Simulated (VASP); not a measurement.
Wanted: the native input for a VASP 6.6.1 run.

* Task: single point
* Functional: PBE
* Potentials or basis: VASP PAW PBE potentials, release 64 (Ti_sv, Co)
* Cutoff: 520 eV
* k mesh: 14 × 14 × 14
* Occupations: gaussian, width 0.1 eV
* Spin: collinear spin, ferromagnetic start
* Starting moments: [0.0, 1.09] μB
* Dipole correction: no
* Further INCAR settings: ALGO = Normal; EDIFF = 1e-06; NBANDS = 22

The structure of TiCo lies in POSCAR:

```
TiCo
1.0
    2.9855872906      0.0000000000      0.0000000000
    0.0000000000      2.9855872906      0.0000000000
    0.0000000000      0.0000000000      2.9855872906
Ti Co
1 1
Direct
    0.0000000000      0.0000000000      0.0000000000
    0.5000000000      0.5000000000      0.5000000000
```

The input as run:

INCAR

```
SYSTEM = TiCo
ALGO     = Normal         ! electronic algorithm
EDIFF    = 1E-6           ! SCF threshold, eV
ENCUT    = 520            ! plane-wave cutoff, eV
GGA      = PE             ! functional
ISIF     = 2              ! what is computed and relaxed
ISMEAR   = 0              ! smearing method
ISPIN    = 2              ! spin polarisation
LASPH    = .TRUE.         ! aspherical terms in the spheres
LCHARG   = .FALSE.        ! write CHGCAR
LMAXMIX  = 4              ! l up to which the mixer works
LORBIT   = 11             ! projections on sites
LREAL    = .FALSE.        ! projectors in reciprocal space
LWAVE    = .FALSE.        ! write WAVECAR
MAGMOM   = 0 1.09         ! initial moments
NBANDS   = 22             ! bands
NELM     = 150            ! most SCF steps
PREC     = Accurate       ! precision mode
SIGMA    = 0.1            ! smearing width, eV
```

KPOINTS

```
k-points
0
G
  14 14 14
  0 0 0
```

Potentials or basis: VASP PAW PBE potentials, release 64 (Ti_sv, Co).

Command:

```sh
$ cat potpaw_PBE.64/Ti_sv/POTCAR potpaw_PBE.64/Co/POTCAR > POTCAR
$ mpirun -np 1 vasp_std > vasp.out
```

Results of the run:

The pressure is -0.5 GPa and the net moment is 0.87 μB per cell. The site moments are Ti -0.03; Co +0.95 μB and the valence electrons inside the program's atomic spheres are Ti 10.29; Co 8.29.

Wall time 47 s on 1 thread of Intel(R) Xeon(R) 6975P-C (Granite Rapids) (shared host), peak memory 0.23 GiB.
